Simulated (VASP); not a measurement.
Write the native input for VASP 6.6.1 that does the following.

```
Task                   : relaxation of cell and atoms
Functional             : PBE
Dispersion             : D3(BJ)
Potentials or basis    : VASP PAW PBE potentials, release 64 (Sb)
Cutoff                 : 600 eV
k mesh                 : 6 × 6 × 6
Occupations            : gaussian, width 0.1 eV
Spin                   : no spin polarisation
Target pressure        : 6.4 GPa
Dipole correction      : no
Further INCAR settings : ALGO = Normal; EDIFF = 1e-07; IBRION = 2; EDIFFG = -0.05; NSW = 80; ISIF = 3
```

The structure of Sb lies in POSCAR:

```
Sb
1.0
    2.1542000000      1.2437279499      3.7580000000
   -2.1542000000      1.2437279499      3.7580000000
    0.0000000000     -2.4874558998      3.7580000000
Sb
2
Direct
    0.2334900000      0.2334900000      0.2334900000
    0.7665100000      0.7665100000      0.7665100000
```

These files were run (other wordings do the same):

INCAR

```
SYSTEM = Sb
PREC = Accurate
ENCUT = 600
EDIFF = 1E-7
ISMEAR = 0
SIGMA = 0.1
LREAL = .False.
LASPH = .True.
NELM = 100
ALGO = Normal
ISIF = 3
LWAVE = .False.
LCHARG = .False.
GGA = PE
IVDW = 12
IBRION = 2
NSW = 80
EDIFFG = -0.05
PSTRESS = 64.0
```

KPOINTS

```
Automatic mesh
0
Gamma
  6 6 6
  0 0 0
```

Potentials or basis: VASP PAW PBE potentials, release 64 (Sb).

Command:

```console
$ cat potpaw_PBE.64/Sb/POTCAR > POTCAR
$ mpirun -np 1 vasp_std > vasp.out
```

Results of the run:

| Property | Result |
| --- | --- |
| Relaxed volume | 26.89 Å³/atom |
| Relaxed cell | a = 4.282 Å, b = 4.282 Å, c = 4.282 Å, α = 58.63°, β = 58.63°, γ = 58.63° |
| Space group after relaxing (to 0.05 Å) | R-3m (No. 166) |
| Energy change on relaxing (the enthalpy is what falls) | +54.4 meV/atom |
| Ionic steps | 9 |
| Pressure after relaxing | 6.4 GPa |
| Band gap on the k mesh | zero (band 5 reaches 9.02 eV, above the bottom of band 6 at 8.37 eV) |
| Dispersion energy per atom | -0.532 eV |

Caveat: the cell is relaxed towards a set pressure, so the enthalpy falls and the energy may rise; spin-orbit coupling is left out, which moves the levels of the heavy elements; pairwise dispersion overbinds metals, which lowers pressure and volume.

Run time: 69 s on 1 thread of Intel(R) Xeon(R) 6975P-C (Granite Rapids), on a shared host, peak memory 0.21 GiB.
